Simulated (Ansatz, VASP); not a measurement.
BaTiO3: VASP beside Ansatz

```xyz
5
Lattice="3.4891 0.0000 0.0000 0.0000 3.4891 0.0000 0.0000 0.0000 5.2338" Properties=species:S:1:pos:R:3 pbc="T T T"
Ba    0.0000    0.0000    0.0000
Ti    1.7445    1.7445    2.6169
O     1.7445    1.7445    0.0000
O     1.7445    0.0000    2.6169
O     0.0000    1.7445    2.6169
```

Alike in both runs: task single point; functional r2SCAN; k mesh 8 × 8 × 8; occupations gaussian, width 0.05 eV; no spin polarisation.

|  | VASP | Ansatz |
| --- | --- | --- |
| version | VASP 6.6.1 | Ansatz 0.2.0 |
| potentials or method | VASP PAW PBE potentials, release 64 (Ba_sv, Ti_sv, O), cutoff 520 eV | scalar-relativistic, plane waves, PAW |
| valence electrons in the cell | 40 | 40 |

Ansatz gave:

| Quantity | Value |
| --- | --- |
| gap on the k mesh at the Fermi level (eV) | 1.22 |
| least direct gap on the mesh (eV) | 2.07 |

Question: Estimate VASP's values.

Answer: gap on the k mesh at the Fermi level (eV): 1.14; least direct gap on the mesh (eV): 1.92.

VASP's potentials were made for PBE, not for r2SCAN.

Spin-orbit coupling is off throughout.
